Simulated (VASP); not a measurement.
Write the native input for VASP 6.6.1 that does the following.

* Task: single point
* Functional: PBE
* Potentials or basis: VASP PAW PBE potentials, release 64 (Si, F)
* Cutoff: 520 eV
* k mesh: 6 × 6 × 6
* Occupations: gaussian, width 0.1 eV
* Spin: no spin polarisation
* Dipole correction: no
* Further INCAR settings: ALGO = Normal; EDIFF = 1e-06; NBANDS = 18

The structure of Si3F lies in POSCAR:

```
Si3F
1.0
   -2.4665542407      2.4665542407      2.4665542407
    2.4665542407     -2.4665542407      2.4665542407
    2.4665542407      2.4665542407     -2.4665542407
Si F
3 1
Direct
    0.0000000000      0.5000000000      0.5000000000
    0.5000000000      0.0000000000      0.5000000000
    0.5000000000      0.5000000000      0.0000000000
    0.0000000000      0.0000000000      0.0000000000
```

One way to write it, as run:

INCAR

```
PREC = Accurate
ENCUT = 520
EDIFF = 1E-6
ISMEAR = 0
SIGMA = 0.1
LREAL = F
LASPH = T
NELM = 100
ALGO = Normal
ISIF = 2
LWAVE = F
LCHARG = T
GGA = PE
LELF = T
LVHAR = T
NBANDS = 18
```

KPOINTS

```
Automatic mesh
0
Gamma
  6 6 6
```

Potentials or basis: VASP PAW PBE potentials, release 64 (Si, F).

Run with:

```console
$ cat potpaw_PBE.64/Si/POTCAR potpaw_PBE.64/F/POTCAR > POTCAR
$ mpirun -np 1 vasp_std > vasp.out
```

Results of the run:

| Quantity | Value |
| --- | --- |
| Pressure | -0.1 GPa |

Caveat: an odd number of electrons without spin polarisation forces a metal; a magnetic or distorted state may lie lower.

It took 15 s on 1 thread of Intel(R) Xeon(R) Platinum 8488C (Sapphire Rapids), on a shared host, peak memory 0.16 GiB.
